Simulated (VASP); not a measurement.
# AgI (F-43m) in VASP: a series of runs

The runs below take AgI through single point, relaxation of cell and atoms, with r2SCAN.

All numbers are computed with VASP 6.6.1; they aren't measurements. Logs are shortened: lines on timing, memory, paths and dates and some standing lists are left out, and cuts for length are marked.

## Step 1: The cell of the first run

Symmetry: F-43m, No. 216, cubic system. Conventional cell: a = 6.577 Å, b = 6.577 Å, c = 6.577 Å, α = 90.00°, β = 90.00°, γ = 90.00°. Ag (site symmetry -43m) has 4 I at 2.85 Å within 3.8 Å. I (site symmetry -43m) has 4 Ag at 2.85 Å within 3.8 Å.

## Step 2: Single point, r2SCAN

Input file POSCAR:

```
AgI
1.0
    3.2886582602      3.2886582602      0.0000000000
   -3.2886582602      3.2886582602      0.0000000000
    0.0000000000      3.2886582602      3.2886582602
Ag I
1 1
Direct
    0.0000000000      0.0000000000      0.0000000000
    0.7500000000      0.2500000000      0.5000000000
```

Input file INCAR.step1:

```
SYSTEM = AgI
ALGO = Normal ; EDIFF = 1E-5
ENCUT = 550 ; GGA = PE
GGA_COMPAT = .FALSE. ; ISMEAR = 0
LASPH = .TRUE. ; LCHARG = .FALSE.
LREAL = .FALSE. ; LWAVE = .TRUE.
NBANDS = 16 ; NELM = 120
PREC = Accurate ; SIGMA = 0.01
```

Input file INCAR.step2:

```
SYSTEM = AgI
ALGO = Normal ; EDIFF = 1E-6
ENCUT = 550 ; GGA_COMPAT = .FALSE.
ISIF = 2 ; ISMEAR = 0
ISTART = 1 ; LASPH = .TRUE.
LCHARG = .FALSE. ; LMIXTAU = .TRUE.
LREAL = .FALSE. ; LWAVE = .FALSE.
METAGGA = R2SCAN ; NBANDS = 16
NELM = 120 ; PREC = Accurate
SIGMA = 0.01
```

Input file KPOINTS:

```
k-points
0
G
  6 6 6
  0 0 0
```

Potentials or basis: VASP PAW PBE potentials, release 64 (Ag, I).

Run with:

```
> cat potpaw_PBE.64/Ag/POTCAR potpaw_PBE.64/I/POTCAR > POTCAR
> cp INCAR.step1 INCAR
> mpirun -np 1 vasp_std > vasp.out
> cp INCAR.step2 INCAR
> mpirun -np 1 vasp_std > vasp.out
```

OUTCAR:

```text
SYSTEM = AgI
   EDIFF = 1E-6
   ENCUT = 550
   ISIF = 2
   ISMEAR = 0
   ISTART = 1
   LASPH = .TRUE.
   LREAL = .FALSE.
   METAGGA = R2SCAN
   NELM = 120
   PREC = Accurate

 ion  position               nearest neighbor table
   1  0.000  0.000  0.000-   2 2.85   2 2.85   2 2.85   2 2.85
   2  0.750  0.250  0.500-   1 2.85   1 2.85   1 2.85   1 2.85

  LATTYP: Found a face centered cubic cell.
 ALAT       =     6.5773165204

  Lattice vectors:

 A1 = (   0.0000000000,   3.2886582602,   3.2886582602)
 A2 = (   3.2886582602,   0.0000000000,   3.2886582602)
 A3 = (   3.2886582602,   3.2886582602,   0.0000000000)

Analysis of symmetry for initial positions (statically):
=====================================================================
 Subroutine PRICEL returns:
 Original cell was already a primitive cell.

 Routine SETGRP: Setting up the symmetry group for a
 face centered cubic supercell.

 Subroutine GETGRP returns: Found 24 space group operations
 (whereof 24 operations were pure point group operations)
 out of a pool of 48 trial point group operations.

The static configuration has the point symmetry T_d .

Analysis of symmetry for dynamics (positions and initial velocities):
=====================================================================
 Subroutine PRICEL returns:
 Original cell was already a primitive cell.

 Routine SETGRP: Setting up the symmetry group for a
 face centered cubic supercell.

 Subroutine GETGRP returns: Found 24 space group operations
 (whereof 24 operations were pure point group operations)
 out of a pool of 48 trial point group operations.

The dynamic configuration has the point symmetry T_d .

 Subroutine INISYM returns: Found 24 space group operations
 (whereof 24 operations are pure point group operations),
 and found     1 'primitive' translations

----------------------------------------------------------------------------------------

                                     Primitive cell

  volume of cell :      71.1355

  direct lattice vectors                    reciprocal lattice vectors
     3.288658260  3.288658260  0.000000000     0.152037688  0.152037688 -0.152037688
    -3.288658260  3.288658260  0.000000000    -0.152037688  0.152037688 -0.152037688
     0.000000000  3.288658260  3.288658260     0.000000000  0.000000000  0.304075377

  length of vectors
     4.650865114  4.650865114  4.650865114     0.263337001  0.263337001  0.304075377

  position of ions in fractional coordinates (direct lattice)
     0.000000000  0.000000000  0.000000000
     0.750000000  0.250000000  0.500000000

  ion indices of the primitive-cell ions
   primitive index   ion index
                 1           1
                 2           2

----------------------------------------------------------------------------------------

 KPOINTS: k-points

Automatic generation of k-mesh.
 Grid dimensions read from file:
 generate k-points for:    6    6    6

 Generating k-lattice:

  Cartesian coordinates                     Fractional coordinates (reciprocal lattice)
     0.025339615  0.025339615 -0.025339615     0.166666667  0.000000000  0.000000000
    -0.025339615  0.025339615 -0.025339615     0.000000000  0.166666667  0.000000000
     0.000000000  0.000000000  0.050679229     0.000000000  0.000000000  0.166666667

  Length of vectors
     0.043889500  0.043889500  0.050679229

  Shift w.r.t. Gamma in fractional coordinates (k-lattice)
     0.000000000  0.000000000  0.000000000

 Subroutine IBZKPT returns following result:
 ===========================================

 Found     16 irreducible k-points:

 Following reciprocal coordinates:
            Coordinates               Weight
  0.000000  0.000000  0.000000      1.000000
  0.166667  0.000000  0.000000      8.000000
  0.333333  0.000000  0.000000      8.000000
  0.500000  0.000000  0.000000      4.000000
  0.166667  0.166667  0.000000     12.000000
  0.333333  0.166667  0.000000     24.000000
[... 8 lines left out ...]
  0.500000  0.333333  0.166667     24.000000
  0.500000  0.500000  0.166667     12.000000
   k-points           NKPTS =     16   k-points in BZ     NKDIM =     16   number of bands    NBANDS=     16
   number of dos      NEDOS =    301   number of ions     NIONS =      2
   total plane-waves  NPLWV =  46656
   dimension x,y,z NGX =    36 NGY =   36 NGZ =   36
   dimension x,y,z NGXF=    72 NGYF=   72 NGZF=   72
   ions per type =               1   1
   NGX,Y,Z   is equivalent  to a cutoff of  12.87, 12.87, 12.87 a.u.
   NGXF,Y,Z  is equivalent  to a cutoff of  25.74, 25.74, 25.74 a.u.
 SYSTEM =  AgI
   PREC   = accura    normal or accurate (medium, high low for compatibility)
   ISTART =      1    job   : 0-new  1-cont  2-samecut
   ICHARG =      0    charge: 1-file 2-atom 10-const
   ISPIN  =      1    spin polarized calculation?
   LNONCOLLINEAR =      F non collinear calculations
   LSORBIT =      F    spin-orbit coupling
   LASPH  =      T    aspherical Exc in radial PAW
   ENCUT  =  550.0 eV  40.42 Ry    6.36 a.u.   8.89  8.89  8.89*2*pi/ulx,y,z
   NELM   =    120;   NELMIN=  2; NELMDL=  0     # of ELM steps
   EDIFF  = 0.1E-05   stopping-criterion for ELM
   LREAL  =      F    real-space projection
   EDIFFG = 0.1E-04   stopping-criterion for IOM
   NSW    =      0    number of steps for IOM
   IBRION =     -1    ionic relax: 0-MD 1-quasi-New 2-CG
   NFREE  =      0    steps in history (QN), initial steepest desc. (CG)
   ISIF   =      2    stress and relaxation
   ISYM   =      2    0-nonsym 1-usesym 2-fastsym
   POTIM  = 0.5000    time-step for ionic-motion
   TEBEG  =    0.0;   TEEND  =   0.0 temperature during run
   PSTRESS=    0.0 pullay stress
   NELECT =      18.0000    total number of electrons
   NUPDOWN=      -1.0000    fix difference up-down
   EMIN   =  10.00;   EMAX   =-10.00  energy-range for DOS
   EFERMI =   0.00;   METHOD = LEGACY
   ISMEAR =     0;   SIGMA  =   0.01  broadening in eV -4-tet -1-fermi 0-gaus
   EFERMI_NEDOS =   21; number of points for ismear=-14 and -15
   IALGO  =     38    algorithm
   IMIX   =      4    mixing-type and parameters
     AMIX     =   0.40;   BMIX     =  1.00
     AMIX_MAG =   1.60;   BMIX_MAG =  1.00
  volume/ion in A,a.u.               =      35.57       240.02
  Fermi-wavevector in a.u.,A,eV,Ry     =   1.035469  1.956752 14.588101  1.072195
  Thomas-Fermi vector in A             =   2.169813
   LORBIT       =      0    0 simple, 1 ext, 2 COOP (PROOUT), +10 PAW based schemes
   METAGGA = R2SCAN    functional components
   LHFCALC =     F    Hartree Fock is set to
   AEXX    =    0.0000 exact exchange contribution
   IVDW    =     0    specifies the selected vdW correction
   LEPSILON=     F    determine dielectric tensor
   LRPA    =     F    only Hartree local field effects (RPA)
 non-spin polarized calculation
 Gauss-broadening in eV      SIGMA  =   0.01
  energy-cutoff  :      550.00
  volume of cell :       71.14
 maximum number of plane-waves:      2100
   NGX = 17   NGY = 17   NGZ = 17

 number of electron      18.0000002 magnetization

 Free energy of the ion-electron system (eV)
  ---------------------------------------------------
  ext. energy  EPLUGINS =         0.00000000
  ---------------------------------------------------
  free energy    TOTEN  =       -46.52520228 eV

  energy without entropy =      -46.52520228  energy(sigma->0) =      -46.52520228

 E-fermi :   2.5521     XC(G=0):  -8.7600

 val. band max:        2.4554571596   @ k =   0.0000   0.0000   0.0000
 cond. band min:       4.2460950308   @ k =   0.0000   0.0000   0.0000
 fundamental gap:      1.7906378712
 Fermi energy:         2.5520657548

 k-point     1 :       0.0000    0.0000    0.0000
  band No.  band energies     occupation
      1     -10.5392      2.00000
      2      -1.6477      2.00000
      3      -1.6477      2.00000
      4      -1.6477      2.00000
      5      -0.4802      2.00000
      6      -0.4802      2.00000
[... 8 lines left out ...]
     15      12.9418      0.00000
     16      12.9418      0.00000

 k-point     2 :       0.1667    0.0000    0.0000
  band No.  band energies     occupation
      1     -10.4738      2.00000
      2      -1.6721      2.00000
      3      -1.6021      2.00000
      4      -1.6021      2.00000
      5      -0.4845      2.00000
      6      -0.4845      2.00000
[... 8 lines left out ...]
     15      12.1762      0.00000
     16      12.5306      0.00000

 k-point     3 :       0.3333    0.0000    0.0000
  band No.  band energies     occupation
      1     -10.3376      2.00000
      2      -1.6384      2.00000
      3      -1.5144      2.00000
      4      -1.5144      2.00000
      5      -0.4727      2.00000
      6      -0.4727      2.00000
[... 8 lines left out ...]
     15      12.5429      0.00000
     16      12.5429      0.00000

 k-point     4 :       0.5000    0.0000    0.0000
  band No.  band energies     occupation
      1     -10.2667      2.00000
      2      -1.5247      2.00000
      3      -1.4739      2.00000
      4      -1.4739      2.00000
      5      -0.4524      2.00000
      6      -0.4524      2.00000
[... 8 lines left out ...]
     15      13.8195      0.00000
     16      13.8195      0.00000
[... 172 lines left out ...]
 k-point    14 :       0.3333    0.3333    0.1667
  band No.  band energies     occupation
      1     -10.2467      2.00000
      2      -1.6758      2.00000
      3      -1.4063      2.00000
      4      -1.3077      2.00000
      5      -0.4875      2.00000
      6      -0.4455      2.00000
[... 8 lines left out ...]
     15      14.0927      0.00000
     16      14.5883      0.00000

 k-point    15 :       0.5000    0.3333    0.1667
  band No.  band energies     occupation
      1     -10.1994      2.00000
      2      -1.5523      2.00000
      3      -1.3987      2.00000
      4      -1.1829      2.00000
      5      -0.5409      2.00000
      6      -0.4017      2.00000
[... 8 lines left out ...]
     15      13.8464      0.00000
     16      14.5586      0.00000

 k-point    16 :       0.5000    0.5000    0.1667
  band No.  band energies     occupation
      1     -10.1765      2.00000
      2      -1.6912      2.00000
      3      -1.2420      2.00000
      4      -1.1496      2.00000
      5      -0.4878      2.00000
      6      -0.2500      2.00000
[... 8 lines left out ...]
     15      14.4620      0.00000
     16      14.6484      0.00000

------------------------ aborting loop because EDIFF is reached ----------------------------------------

  FORCE on cell =-STRESS in cart. coord.  units (eV):
  Direction    XX          YY          ZZ          XY          YZ          ZX
  --------------------------------------------------------------------------------------
  -------------------------------------------------------------------------------------
  Total       -0.0522727     -0.0522727     -0.0522727     -0.0000000      0.0000000     -0.0000000
  in kB       -1.1773339     -1.1773339     -1.1773339     -0.0000000      0.0000000     -0.0000000
  external PRESSURE =      -1.1773339 kB  Pullay stress =       0.0000000 kB

 VOLUME and BASIS-vectors are now :
 -----------------------------------------------------------------------------
  energy-cutoff  :      550.00
  volume of cell :       71.14
      direct lattice vectors                 reciprocal lattice vectors
     3.288658260  3.288658260  0.000000000     0.152037688  0.152037688 -0.152037688
    -3.288658260  3.288658260  0.000000000    -0.152037688  0.152037688 -0.152037688
     0.000000000  3.288658260  3.288658260     0.000000000  0.000000000  0.304075377

 POSITION                                       TOTAL-FORCE (eV/Angst)
 -----------------------------------------------------------------------------------
      0.00000      0.00000      0.00000        -0.000000     -0.000000     -0.000000
      1.64433      4.93299      1.64433         0.000000      0.000000      0.000000
 -----------------------------------------------------------------------------------
    total drift:                               -0.000000      0.000000      0.000000

  FREE ENERGIE OF THE ION-ELECTRON SYSTEM (eV)
  ---------------------------------------------------
  free  energy   TOTEN  =       -46.5252022834 eV

  energy  without entropy=      -46.5252022834  energy(sigma->0) =      -46.52520228
```

Wall time 40 s (1 thread of Intel Xeon Platinum 8559C (Emerald Rapids), shared host); peak memory 0.22 GiB.

What came out:

```yaml
Free_energy: -46.5252 eV
Pressure: -0.1 GPa
Band_gap_on_the_k_mesh: 1.79 eV, direct
```

Levels at points of the mesh, in eV from the valence-band top:
```tsv
k point	band 5	band 6	band 7	band 8	band 9	band 10	band 11	band 12	band 13	band 14
(0.00, 0.00, 0.00)	-2.94	-2.94	0.00	0.00	0.00	1.79	6.31	6.31	6.31	9.32
(0.50, 0.00, 0.00)	-2.91	-2.91	-2.80	-0.68	-0.68	3.22	6.71	6.71	7.45	9.60
(0.50, 0.50, 0.00)	-2.85	-2.82	-2.46	-1.70	-1.70	3.98	4.23	8.85	10.18	10.18
```

Caveat: the PAW data sets were made with another functional, which shifts forces and pressure a little; spin-orbit coupling is left out, which moves the levels of the heavy elements.

[end of part 1 of 2]
